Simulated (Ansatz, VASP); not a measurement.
# WS2: VASP beside Ansatz

```
CELL_PARAMETERS angstrom
1.61824 0.93429 6.50139
-1.61824 0.93429 6.50139
0.00000 -1.86858 6.50139
ATOMIC_POSITIONS crystal
W 0.00239 0.00239 0.00239
S 0.75250 0.75250 0.75250
S 0.57641 0.57641 0.57641
```

Alike in both runs: task single point; functional PBEsol; k mesh 12 × 12 × 12; occupations gaussian, width 0.02 eV; no spin polarisation.

|  | VASP | Ansatz |
| --- | --- | --- |
| version | VASP 6.6.1 | Ansatz 0.2.0 |
| potentials or method | VASP PAW PBE potentials, release 64 (W_sv, S), cutoff 520 eV | scalar-relativistic, plane waves, PAW |
| valence electrons in the cell | 26 | 26 |

```csv
,VASP,Ansatz,Ansatz less VASP
gap on the k mesh at the Fermi level (eV),0.96,0.94,-0.012
least direct gap on the mesh (eV),1.87,1.87,-0.005
pressure (GPa),-18.3,-18.3,-0.04
"traceless stress, the component that is largest in VASP (GPa)",-7.52,-7.54,-0.018
rms of the force components (eV/Å),1.461,1.464,+0.0035
```

VASP's potentials were made for PBE, not for PBEsol. Atom by atom the forces differ by 0.007 eV/Å (rms over components). The functional is the same, so the differences come from potentials, cutoffs and numerics.

Neither program's run includes spin-orbit coupling.
